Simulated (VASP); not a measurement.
# PtSe2 (Sudovikovite) (P-3m1) in VASP: a series of runs

Aim: see how the results for PtSe2 (Sudovikovite) move with the level of theory and the settings. Levels: RPBE, BLYP, LDA, revPBE. Tasks: single point.

Everything below comes from runs of VASP 6.6.1. Logs are shortened: lines on timing, memory, paths and dates and some standing lists are left out, and cuts for length are marked.

## (1) The cell of the first run

Symmetry: P-3m1, No. 164, trigonal system. The conventional cell has a = 3.724 Å, b = 3.724 Å, c = 5.062 Å, α = 90.00°, β = 90.00°, γ = 120.00°. Within 3.3 Å of Pt (site symmetry -3m) lie 6 Se at 2.49 Å. Se (site symmetry 3m) has 3 Pt at 2.49 Å within 3.3 Å.

## (2) Single point, RPBE

The input, INCAR:

```
PREC = Accurate
ENCUT = 520
EDIFF = 1E-6
ISMEAR = -1
SIGMA = 0.1
LREAL = False
LASPH = True
NELM = 80
ALGO = Normal
ISIF = 2
LWAVE = False
LCHARG = False
GGA = RP
NBANDS = 18
```

The input, KPOINTS:

```
Automatic mesh
0
Gamma
  7 7 5
```

The input, POSCAR:

```
PtSe2
1.0
    3.7240000000      0.0000000000      0.0000000000
   -1.8620000000      3.2250790000      0.0000000000
    0.0000000000      0.0000000000      5.0620000000
Pt Se
1 2
Direct
    0.0000000000      0.0000000000      0.0000000000
    0.3333333333      0.6666666667      0.2500000000
    0.6666666667      0.3333333333      0.7500000000
```

Potentials or basis: VASP PAW PBE potentials, release 64 (Pt, Se).

On the command line:

```console
cat potpaw_PBE.64/Pt/POTCAR potpaw_PBE.64/Se/POTCAR > POTCAR
mpirun -np 1 vasp_std > vasp.out
```

OUTCAR:

```text
PREC = Accurate
   ENCUT = 520
   EDIFF = 1E-6
   ISMEAR = -1
   LREAL = False
   LASPH = True
   NELM = 80
   ISIF = 2
   GGA = RP

 ion  position               nearest neighbor table
   1  0.000  0.000  0.000-   2 2.49   3 2.49   3 2.49   2 2.49   3 2.49   2 2.49
   2  0.333  0.667  0.250-   1 2.49   1 2.49   1 2.49
   3  0.667  0.333  0.750-   1 2.49   1 2.49   1 2.49

  LATTYP: Found a hexagonal cell.
 ALAT       =     3.7240000000
 C/A-ratio  =     1.3592910849

  Lattice vectors:

 A1 = (   3.7240000000,   0.0000000000,   0.0000000000)
 A2 = (  -1.8620000000,   3.2250790000,   0.0000000000)
 A3 = (   0.0000000000,   0.0000000000,   5.0620000000)

Analysis of symmetry for initial positions (statically):
=====================================================================
 Subroutine PRICEL returns:
 Original cell was already a primitive cell.

 Routine SETGRP: Setting up the symmetry group for a
 hexagonal supercell.

 Subroutine GETGRP returns: Found 12 space group operations
 (whereof 12 operations were pure point group operations)
 out of a pool of 24 trial point group operations.

The static configuration has the point symmetry D_3d.

Analysis of symmetry for dynamics (positions and initial velocities):
=====================================================================
 Subroutine PRICEL returns:
 Original cell was already a primitive cell.

 Routine SETGRP: Setting up the symmetry group for a
 hexagonal supercell.

 Subroutine GETGRP returns: Found 12 space group operations
 (whereof 12 operations were pure point group operations)
 out of a pool of 24 trial point group operations.

The dynamic configuration has the point symmetry D_3d.

 Subroutine INISYM returns: Found 12 space group operations
 (whereof 12 operations are pure point group operations),
 and found     1 'primitive' translations

----------------------------------------------------------------------------------------

                                     Primitive cell

  volume of cell :      60.7956

  direct lattice vectors                    reciprocal lattice vectors
     3.724000000  0.000000000  0.000000000     0.268528464  0.155034962  0.000000000
    -1.862000000  3.225079000  0.000000000     0.000000000  0.310069924  0.000000000
     0.000000000  0.000000000  5.062000000     0.000000000  0.000000000  0.197550375

  length of vectors
     3.724000000  3.724000343  5.062000000     0.310069952  0.310069924  0.197550375

  position of ions in fractional coordinates (direct lattice)
     0.000000000  0.000000000  0.000000000
     0.333333333  0.666666667  0.250000000
     0.666666667  0.333333333  0.750000000

  ion indices of the primitive-cell ions
   primitive index   ion index
                 1           1
                 2           2
                 3           3

----------------------------------------------------------------------------------------

 KPOINTS: Automatic mesh

Automatic generation of k-mesh.
 Grid dimensions read from file:
 generate k-points for:    7    7    5

 Generating k-lattice:

  Cartesian coordinates                     Fractional coordinates (reciprocal lattice)
     0.038361209  0.022147852  0.000000000     0.142857143  0.000000000  0.000000000
     0.000000000  0.044295703  0.000000000     0.000000000  0.142857143  0.000000000
     0.000000000  0.000000000  0.039510075     0.000000000  0.000000000  0.200000000

  Length of vectors
     0.044295707  0.044295703  0.039510075

  Shift w.r.t. Gamma in fractional coordinates (k-lattice)
     0.000000000  0.000000000  0.000000000

 Subroutine IBZKPT returns following result:
 ===========================================

 Found     32 irreducible k-points:

 Following reciprocal coordinates:
            Coordinates               Weight
  0.000000  0.000000  0.000000      1.000000
  0.142857  0.000000  0.000000      6.000000
  0.285714  0.000000  0.000000      6.000000
  0.428571  0.000000  0.000000      6.000000
  0.142857  0.142857  0.000000      6.000000
  0.285714  0.142857  0.000000     12.000000
[... 16 lines left out ...]
  0.000000  0.142857  0.400000      6.000000
  0.285714  0.000000  0.400000      6.000000
 [... further k-points ...]
   k-points           NKPTS =     32   k-points in BZ     NKDIM =     32   number of bands    NBANDS=     18
   number of dos      NEDOS =    301   number of ions     NIONS =      3
   total plane-waves  NPLWV =  31360
   dimension x,y,z NGX =    28 NGY =   28 NGZ =   40
   dimension x,y,z NGXF=    56 NGYF=   56 NGZF=   80
   ions per type =               1   2
   NGX,Y,Z   is equivalent  to a cutoff of  12.50, 12.50, 13.14 a.u.
   NGXF,Y,Z  is equivalent  to a cutoff of  25.00, 25.00, 26.27 a.u.
 SYSTEM =  unknown system
   PREC   = accura    normal or accurate (medium, high low for compatibility)
   ISTART =      0    job   : 0-new  1-cont  2-samecut
   ICHARG =      2    charge: 1-file 2-atom 10-const
   ISPIN  =      1    spin polarized calculation?
   LNONCOLLINEAR =      F non collinear calculations
   LSORBIT =      F    spin-orbit coupling
   LASPH  =      T    aspherical Exc in radial PAW
   ENCUT  =  520.0 eV  38.22 Ry    6.18 a.u.   6.92  6.92  9.41*2*pi/ulx,y,z
   NELM   =     80;   NELMIN=  2; NELMDL= -5     # of ELM steps
   EDIFF  = 0.1E-05   stopping-criterion for ELM
   LREAL  =      F    real-space projection
   EDIFFG = 0.1E-04   stopping-criterion for IOM
   NSW    =      0    number of steps for IOM
   IBRION =     -1    ionic relax: 0-MD 1-quasi-New 2-CG
   NFREE  =      0    steps in history (QN), initial steepest desc. (CG)
   ISIF   =      2    stress and relaxation
   ISYM   =      2    0-nonsym 1-usesym 2-fastsym
   POTIM  = 0.5000    time-step for ionic-motion
   TEBEG  =    0.0;   TEEND  =   0.0 temperature during run
   PSTRESS=    0.0 pullay stress
   NELECT =      22.0000    total number of electrons
   NUPDOWN=      -1.0000    fix difference up-down
   EMIN   =  10.00;   EMAX   =-10.00  energy-range for DOS
   EFERMI =   0.00;   METHOD = LEGACY
   ISMEAR =    -1;   SIGMA  =   0.10  broadening in eV -4-tet -1-fermi 0-gaus
   EFERMI_NEDOS =   21; number of points for ismear=-14 and -15
   IALGO  =     38    algorithm
   IMIX   =      4    mixing-type and parameters
     AMIX     =   0.40;   BMIX     =  1.00
     AMIX_MAG =   1.60;   BMIX_MAG =  1.00
  volume/ion in A,a.u.               =      20.27       136.76
  Fermi-wavevector in a.u.,A,eV,Ry     =   1.166608  2.204570 18.517183  1.360975
  Thomas-Fermi vector in A             =   2.303119
   LORBIT       =      0    0 simple, 1 ext, 2 COOP (PROOUT), +10 PAW based schemes
   GGA     = RP    functional components
   LHFCALC =     F    Hartree Fock is set to
   AEXX    =    0.0000 exact exchange contribution
   IVDW    =     0    specifies the selected vdW correction
   LEPSILON=     F    determine dielectric tensor
   LRPA    =     F    only Hartree local field effects (RPA)
 non-spin polarized calculation
  energy-cutoff  :      520.00
  volume of cell :       60.80
 maximum number of plane-waves:      1645
   NGX = 13   NGY = 13   NGZ = 19

 number of electron      21.9999999 magnetization

 Free energy of the ion-electron system (eV)
  ---------------------------------------------------
  ext. energy  EPLUGINS =         0.00000000
  ---------------------------------------------------
  free energy    TOTEN  =       -12.78270883 eV

  energy without entropy =      -12.76215051  energy(sigma->0) =      -12.77242967

 E-fermi :   6.6128     XC(G=0): -10.5144

 val. band max:        6.3717866084   @ k =   0.1429   0.0000   0.0000
 cond. band min:       6.7078747841   @ k =   0.0000   0.1429   0.2000
 fundamental gap:      0.3360881758
 Fermi energy:         6.6127593244

 k-point     1 :       0.0000    0.0000    0.0000
  band No.  band energies     occupation
      1      -9.0600      2.00000
      2      -6.2357      2.00000
      3      -0.5565      2.00000
      4       0.1419      2.00000
      5       0.1419      2.00000
      6       2.5989      2.00000
[... 10 lines left out ...]
     17      13.9380      0.00000
     18      18.5180      0.00000

 k-point     2 :       0.1429    0.0000    0.0000
  band No.  band energies     occupation
      1      -8.8334      2.00000
      2      -6.3373      2.00000
      3      -0.2911      2.00000
      4       0.2867      2.00000
      5       0.3085      2.00000
      6       2.2617      2.00000
[... 10 lines left out ...]
     17      14.6216      0.00000
     18      16.1940      0.00000

 k-point     3 :       0.2857    0.0000    0.0000
  band No.  band energies     occupation
      1      -8.2265      2.00000
      2      -6.5871      2.00000
      3       0.2223      2.00000
      4       0.6071      2.00000
      5       0.7889      2.00000
      6       1.1902      2.00000
[... 10 lines left out ...]
     17      14.8005      0.00000
     18      15.0461      0.00000

 k-point     4 :       0.4286    0.0000    0.0000
  band No.  band energies     occupation
      1      -7.4872      2.00000
      2      -6.9312      2.00000
      3      -0.5240      2.00000
      4       0.7969      2.00000
      5       1.1915      2.00000
      6       2.0247      2.00000
[... 375 lines left out ...]
      4       0.3401      2.00000
      5       1.1454      2.00000
      6       2.2269      2.00000
[... 10 lines left out ...]
     17      14.0752      0.00000
     18      15.0726      0.00000

 k-point    23 :       0.0000    0.1429    0.4000
  band No.  band energies     occupation
      1      -8.3644      2.00000
      2      -7.1693      2.00000
      3      -0.0260      2.00000
      4       0.2991      2.00000
      5       1.1235      2.00000
      6       2.1577      2.00000
[... 10 lines left out ...]
     17      14.6592      0.00000
     18      14.7763      0.00000

 k-point    24 :       0.2857    0.0000    0.4000
  band No.  band energies     occupation
      1      -7.7746      2.00000
      2      -7.1761      2.00000
      3      -0.1117      2.00000
      4       0.5940      2.00000
      5       0.6442      2.00000
      6       1.9574      2.00000
[... 10 lines left out ...]
     17      15.4953      0.00000
     18      15.7380      0.00000

 [... further k-points ...]

------------------------ aborting loop because EDIFF is reached ----------------------------------------

  FORCE on cell =-STRESS in cart. coord.  units (eV):
  Direction    XX          YY          ZZ          XY          YZ          ZX
  --------------------------------------------------------------------------------------
  -------------------------------------------------------------------------------------
  Total        3.9609813      3.9609823      3.2001687      0.0000000      0.0000000      0.0000000
  in kB      104.3857474    104.3857731     84.3356674      0.0000000      0.0000000      0.0000000
  external PRESSURE =      97.7023959 kB  Pullay stress =       0.0000000 kB

 VOLUME and BASIS-vectors are now :
 -----------------------------------------------------------------------------
  energy-cutoff  :      520.00
  volume of cell :       60.80
      direct lattice vectors                 reciprocal lattice vectors
     3.724000000  0.000000000  0.000000000     0.268528464  0.155034962  0.000000000
    -1.862000000  3.225079000  0.000000000     0.000000000  0.310069924  0.000000000
     0.000000000  0.000000000  5.062000000     0.000000000  0.000000000  0.197550375

 POSITION                                       TOTAL-FORCE (eV/Angst)
 -----------------------------------------------------------------------------------
      0.00000      0.00000      0.00000         0.000000      0.000000      0.000000
     -0.00000      2.15005      1.26550         0.000000     -0.000000      0.658255
      1.86200      1.07503      3.79650        -0.000000      0.000000     -0.658255
 -----------------------------------------------------------------------------------
    total drift:                               -0.000000     -0.000000     -0.000000

  FREE ENERGIE OF THE ION-ELECTRON SYSTEM (eV)
  ---------------------------------------------------
  free  energy   TOTEN  =       -12.7827088291 eV

  energy  without entropy=      -12.7621505138  energy(sigma->0) =      -12.77242967
```

It took 17 s on 1 thread of Intel Xeon Platinum 8559C (Emerald Rapids), shared host; peak memory 0.2 GiB.

What came out:

| Property | Result |
| --- | --- |
| Free energy | -12.7827 eV |
| Pressure | 9.8 GPa |
| Largest force | 0.658 eV/Å |
| Band gap on the k mesh | zero (band 11 reaches 7.03 eV, above the bottom of band 12 at 6.74 eV) |

Forces in eV/Å, atoms in the order of the input:
```
Pt   0.000  0.000  0.000
Se   0.000  0.000  0.658
Se   0.000  0.000 -0.658
```

Caveat: the PAW data sets were made with another functional, which shifts forces and pressure a little; spin-orbit coupling is left out, which moves the levels of the heavy elements.

## (3) Single point, BLYP

INCAR: that of step 2 with these lines changed.

```diff
@@ -11,4 +11,10 @@
 LWAVE = False
-LCHARG = False
-GGA = RP
+LCHARG = True
+GGA = B5
+ALDAX = 1.0
+AGGAX = 1.0
+AGGAC = 1.0
+ALDAC = 0.0
+LELF = True
+LVHAR = True
 NBANDS = 18
```

The input, KPOINTS:

```
regular mesh
0
Gamma
  7 7 5
```

POSCAR is that of step 2.

Potentials or basis: VASP PAW PBE potentials, release 64 (Pt, Se).

On the command line:

```console
cat potpaw_PBE.64/Pt/POTCAR potpaw_PBE.64/Se/POTCAR > POTCAR
mpirun -np 1 vasp_std > vasp.out
```

OUTCAR:

```text
PREC = Accurate
   ENCUT = 520
   EDIFF = 1E-6
   ISMEAR = -1
   LREAL = False
   LASPH = True
   NELM = 80
   ISIF = 2
   GGA = B5

 ion  position               nearest neighbor table
   1  0.000  0.000  0.000-   2 2.49   3 2.49   3 2.49   2 2.49   3 2.49   2 2.49
   2  0.333  0.667  0.250-   1 2.49   1 2.49   1 2.49
   3  0.667  0.333  0.750-   1 2.49   1 2.49   1 2.49

  LATTYP: Found a hexagonal cell.
 ALAT       =     3.7240000000
 C/A-ratio  =     1.3592910849

  Lattice vectors:

 A1 = (   3.7240000000,   0.0000000000,   0.0000000000)
 A2 = (  -1.8620000000,   3.2250790000,   0.0000000000)
 A3 = (   0.0000000000,   0.0000000000,   5.0620000000)

Analysis of symmetry for initial positions (statically):
=====================================================================
 Subroutine PRICEL returns:
 Original cell was already a primitive cell.

 Routine SETGRP: Setting up the symmetry group for a
 hexagonal supercell.

 Subroutine GETGRP returns: Found 12 space group operations
 (whereof 12 operations were pure point group operations)
 out of a pool of 24 trial point group operations.
[... 163 lines left out ...]

 E-fermi :   6.9614     XC(G=0): -10.0092

 val. band max:        6.7109844257   @ k =   0.1429   0.0000   0.0000
 cond. band min:       7.0477484876   @ k =   0.0000   0.1429   0.2000
 fundamental gap:      0.3367640619
 Fermi energy:         6.9613913786

 k-point     1 :       0.0000    0.0000    0.0000
  band No.  band energies     occupation
      1      -8.7064      2.00000
      2      -5.9507      2.00000
      3      -0.1413      2.00000
      4       0.5188      2.00000
      5       0.5188      2.00000
      6       2.9702      2.00000
[... 481 lines left out ...]
      5       1.0411      2.00000
      6       2.3371      2.00000
[... 10 lines left out ...]
     17      16.0004      0.00000
     18      16.1822      0.00000

 [... further k-points ...]

------------------------ aborting loop because EDIFF is reached ----------------------------------------

  FORCE on cell =-STRESS in cart. coord.  units (eV):
  Direction    XX          YY          ZZ          XY          YZ          ZX
  --------------------------------------------------------------------------------------
  -------------------------------------------------------------------------------------
  Total        6.2003554      6.2003569      5.0344816      0.0000000      0.0000000     -0.0000000
  in kB      163.4011071    163.4011472    132.6762449      0.0000000      0.0000000     -0.0000000
  external PRESSURE =     153.1594997 kB  Pullay stress =       0.0000000 kB

 VOLUME and BASIS-vectors are now :
 -----------------------------------------------------------------------------
  energy-cutoff  :      520.00
  volume of cell :       60.80
      direct lattice vectors                 reciprocal lattice vectors
     3.724000000  0.000000000  0.000000000     0.268528464  0.155034962  0.000000000
    -1.862000000  3.225079000  0.000000000     0.000000000  0.310069924  0.000000000
     0.000000000  0.000000000  5.062000000     0.000000000  0.000000000  0.197550375

 POSITION                                       TOTAL-FORCE (eV/Angst)
 -----------------------------------------------------------------------------------
      0.00000      0.00000      0.00000         0.000000      0.000000      0.000000
     -0.00000      2.15005      1.26550         0.000000      0.000000      1.115093
      1.86200      1.07503      3.79650        -0.000000     -0.000000     -1.115093
 -----------------------------------------------------------------------------------
    total drift:                               -0.000000     -0.000000     -0.000000

  FREE ENERGIE OF THE ION-ELECTRON SYSTEM (eV)
  ---------------------------------------------------
  free  energy   TOTEN  =       -11.8023801204 eV

  energy  without entropy=      -11.7819101003  energy(sigma->0) =      -11.79214511
```

OSZICAR:

```text
N       E                     dE             d eps       ncg     rms          rms(c)
DAV:   1     0.113015706326E+03    0.11302E+03   -0.10132E+04  1176   0.108E+03
DAV:   2    -0.754067112669E+01   -0.12056E+03   -0.11687E+03  1436   0.212E+02
DAV:   3    -0.126917224144E+02   -0.51511E+01   -0.51170E+01  1378   0.437E+01
DAV:   4    -0.127310975235E+02   -0.39375E-01   -0.39363E-01  1450   0.420E+00
DAV:   5    -0.127315246957E+02   -0.42717E-03   -0.42716E-03  1380   0.416E-01    0.131E+01
DAV:   6    -0.120535884760E+02    0.67794E+00   -0.48826E+00  1200   0.204E+01    0.780E+00
DAV:   7    -0.118163812427E+02    0.23721E+00   -0.99543E-01  1190   0.973E+00    0.389E+00
DAV:   8    -0.118042143004E+02    0.12167E-01   -0.46105E-02  1268   0.158E+00    0.946E-01
DAV:   9    -0.118021683210E+02    0.20460E-02   -0.81442E-03  1320   0.891E-01    0.151E-01
DAV:  10    -0.118023688636E+02   -0.20054E-03   -0.90519E-04  1320   0.200E-01    0.499E-02
DAV:  11    -0.118023825808E+02   -0.13717E-04   -0.30377E-05  1362   0.528E-02    0.256E-02
DAV:  12    -0.118023795293E+02    0.30516E-05   -0.57526E-06  1288   0.224E-02    0.381E-03
DAV:  13    -0.118023801204E+02   -0.59117E-06   -0.62387E-07   678   0.611E-03
   1 F= -.11802380E+02 E0= -.11792145E+02  d E =-.204700E-01
```

It took 31 s on 1 thread of Intel Xeon Platinum 8559C (Emerald Rapids), shared host; peak memory 0.2 GiB.

Results:

```
Free energy            : -11.8024 eV
Pressure               : 15.3 GPa
Largest force          : 1.115 eV/Å
Band gap on the k mesh : zero (band 11 reaches 7.36 eV, above the bottom of band 12 at 7.09 eV)
```

Forces in eV/Å, atoms in the order of the input:
```
Pt   0.000  0.000  0.000
Se   0.000  0.000  1.115
Se   0.000  0.000 -1.115
```

Caveat: the PAW data sets were made with another functional, which shifts forces and pressure a little; spin-orbit coupling is left out, which moves the levels of the heavy elements.

[end of part 1 of 2]
